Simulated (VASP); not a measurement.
Runs of VASP 6.6.1 on Ge. The structure is that of space group I4_1/amd (No. 141), or close to it. The cells are those of the table. 

```tsv
cell	gap on the mesh (eV)	pressure (GPa)
a = 3.889, b = 3.889, c = 4.491 Å, angles 54.7, 54.7, 70.5°, 2 atoms	none	(b)
a = 4.158, b = 4.158, c = 3.765 Å, angles 63.1, 63.1, 53.8°, 2 atoms	none	0.5
a = 3.897, b = 3.897, c = 4.346 Å, angles 56.1, 56.1, 67.8°, 2 atoms	none	-0.6
a = 3.919, b = 3.919, c = 4.223 Å, angles 57.4, 57.4, 65.2°, 2 atoms	none	0.2
a = 4.365, b = 4.365, c = 3.564 Å, angles 65.9, 65.9, 48.2°, 2 atoms	none	(a)
```

Alike in all rows: task single point; level PBEsol; potentials or basis VASP PAW PBE potentials, release 64 (Ge_d); no spin polarisation; k mesh 16 × 16 × 16; cutoff (eV) 520; smearing gaussian 0.15 eV.

Task: Estimate the missing entries.

Result: (a) 0.7; (b) -1.8.

Caveats: the PAW data sets were made with another functional, which shifts forces and pressure a little; the stress differs along the axes, from -9 to 5 GPa (at least some runs); the stress differs along the axes, from -4 to 3 GPa (at least some runs); the stress differs along the axes, from -3 to 5 GPa (at least some runs); the stress differs along the axes, from -2 to 5 GPa (at least some runs).

A k mesh can miss the band edges, and the runs leave out spin-orbit coupling on Ge.

A gap of «none» marks levels without a gap at the run's occupations.
